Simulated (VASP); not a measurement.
Set up this calculation in VASP 6.6.1, as the native input.

- Task: relaxation of shape and atoms at fixed volume
- Functional: PBE
- Potentials or basis: VASP PAW PBE potentials, release 64 (Ti_sv, O)
- Cutoff: 600 eV
- k mesh: 6 × 6 × 10
- Occupations: gaussian, width 0.02 eV
- Spin: no spin polarisation
- Dipole correction: no
- Further INCAR settings: ALGO = Normal; EDIFF = 1e-06; IBRION = 2; EDIFFG = -0.01; NSW = 50; ISIF = 4

The structure of TiO2 lies in POSCAR:

```
TiO2
1.0
    4.7472515379      0.0000000000      0.0000000000
    0.0000000000      4.7472515379      0.0000000000
    0.0000000000      0.0000000000      3.0055994523
Ti O
2 4
Direct
    0.0000000000      0.0000000000      0.0000000000
    0.5000000000      0.5000000000      0.5000000000
    0.3064951522      0.3064951522      0.0000000000
    0.1935048478      0.8064951522      0.5000000000
    0.6935048478      0.6935048478      0.0000000000
    0.8064951522      0.1935048478      0.5000000000
```

One way to write it, as run:

INCAR

```
SYSTEM = TiO2
PREC     = Accurate       ! precision mode
ENCUT    = 600            ! plane-wave cutoff, eV
EDIFF    = 1E-6           ! SCF threshold, eV
ISMEAR   = 0              ! smearing method
SIGMA    = 0.02           ! smearing width, eV
LREAL    = .False.        ! projectors in reciprocal space
LASPH    = .True.         ! aspherical terms in the spheres
NELM     = 100            ! most SCF steps
ALGO     = Normal         ! electronic algorithm
ISIF     = 4              ! what is computed and relaxed
LWAVE    = .False.        ! write WAVECAR
LCHARG   = .False.        ! write CHGCAR
GGA      = PE             ! functional
IBRION   = 2              ! ionic algorithm
NSW      = 50             ! ionic steps
EDIFFG   = -0.01          ! ionic threshold
```

KPOINTS

```
regular mesh
0
Gamma
  6 6 10
  0 0 0
```

Potentials or basis: VASP PAW PBE potentials, release 64 (Ti_sv, O).

Run with:

```sh
$ cat potpaw_PBE.64/Ti_sv/POTCAR potpaw_PBE.64/O/POTCAR > POTCAR
$ mpirun -np 1 vasp_std > vasp.out
```

Results of the run:

* Energy gained by relaxing: 0.7 meV/atom
* Ionic steps: 3
* Pressure after relaxing: -9.7 GPa
* Largest force after relaxing: 0.005 eV/Å
* Band gap on the k mesh: 1.84 eV

Run time: 3.6 min on 1 thread of Oxide Virtual Turin-like Processor, on a shared host, peak memory 0.23 GiB.
